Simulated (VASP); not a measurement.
**ZrB2: relaxation of shape and atoms at fixed volume with PBEsol**

The system is ZrB2.

```xyz
3
Lattice="3.0922 0.0000 0.0000 -1.5461 2.6780 0.0000 0.0000 0.0000 3.4314" Properties=species:S:1:pos:R:3 pbc="T T T"
Zr    0.0000    0.0000    0.0000
B     0.0000    1.7853    1.7157
B     1.5461    0.8927    1.7157
```

| Item | Value |
| --- | --- |
| Program | VASP 6.6.1 |
| Task | relaxation of shape and atoms at fixed volume |
| Functional | PBEsol |
| Potentials or basis | VASP PAW PBE potentials, release 64 (Zr_sv, B) |
| Cutoff | 600 eV |
| k mesh | 18 × 18 × 12 |
| Occupations | gaussian, width 0.1 eV |
| Spin | no spin polarisation |
| Dipole correction | no |
| Further INCAR settings | ALGO = Normal; EDIFF = 1e-07; IBRION = 2; EDIFFG = -0.01; NSW = 50; ISIF = 4 |

```json
{"Energy gained by relaxing": "0.0 meV/atom", "Ionic steps": "2", "Pressure after relaxing": "17.8 GPa", "Band gap on the k mesh": "zero (bands 9 and 10 overlap by 1.29 eV)"}
```

Final structure:
```xyz
3
Lattice="3.0938 0.0000 0.0000 -1.5469 2.6793 0.0000 0.0000 0.0000 3.4278" Properties=species:S:1:pos:R:3 pbc="T T T"
Zr    1.5469    2.6793    0.0000
B     0.0000    1.7862    1.7139
B     1.5469    0.8931    1.7139
```

Levels at points of the mesh, in eV from the Fermi level:
| k point | band 7 | band 8 | band 9 | band 10 | band 11 | band 12 |
| --- | --- | --- | --- | --- | --- | --- |
| (0.00, 0.00, 0.00) | -2.87 | -2.83 | -2.26 | 3.72 | 3.72 | 4.62 |
| (0.50, 0.00, 0.00) | -4.19 | -3.17 | -2.99 | 2.39 | 2.49 | 5.39 |
| (0.00, 0.00, 0.50) | -1.04 | -1.04 | 0.24 | 0.24 | 0.79 | 0.79 |
| (0.50, 0.00, 0.50) | -4.96 | -4.45 | -1.82 | 4.19 | 4.45 | 5.84 |

It took 90 s on 1 thread of AMD EPYC 9R45 96-Core Processor (Zen 5) (shared host), peak memory 0.23 GiB.

Caveat: the PAW data sets were made with another functional, which shifts forces and pressure a little.
